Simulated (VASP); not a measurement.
Input of a VASP 6.6.1 run:

The input INCAR:

```
SYSTEM = Mn3Cu
ALGO = Normal
EDIFF = 1E-6
ENCUT = 520
GGA = PE
ISIF = 2
ISMEAR = 0
ISPIN = 2
LASPH = .True.
LCHARG = .False.
LMAXMIX = 4
LORBIT = 11
LREAL = .False.
LWAVE = .False.
MAGMOM = 4 -4 4 0
NBANDS = 37
NELM = 150
PREC = Accurate
SIGMA = 0.1
```

The input KPOINTS:

```
k-points
0
Gamma
  6 6 2
  0 0 0
```

The input POSCAR:

```
Mn3Cu
1.0
    2.6576744900      0.0000000000      0.0000000000
   -1.3288372400      2.3016136200      0.0000000000
    0.0000000000      0.0000000000      8.4225316800
Mn Cu
3 1
Direct
    0.3333333300      0.6666666700      0.5000000000
    0.6666666700      0.3333333300      0.2500000000
    0.6666666700      0.3333333300      0.7500000000
    0.3333333300      0.6666666700      0.0000000000
```

Potentials or basis: VASP PAW PBE potentials, release 64 (Mn_pv, Cu).

Command:

```sh
$ cat potpaw_PBE.64/Mn_pv/POTCAR potpaw_PBE.64/Cu/POTCAR > POTCAR
$ mpirun -np 1 vasp_std > vasp.out
```

Problem. What does it give for the net moment?

Solution. 3.49 μB per cell.

Problem. Predict the pressure.

Solution. -2.7 GPa.

Problem. Estimate the largest force.

Solution. 0.779 eV/Å.

Forces on the atoms (eV/Å):
```
Mn   0.000  0.000 -0.779
Mn   0.000  0.000  0.704
Mn   0.000  0.000 -0.056
Cu   0.000  0.000  0.131
```

Caveat: the k points lie up to 0.45 Å⁻¹ apart.
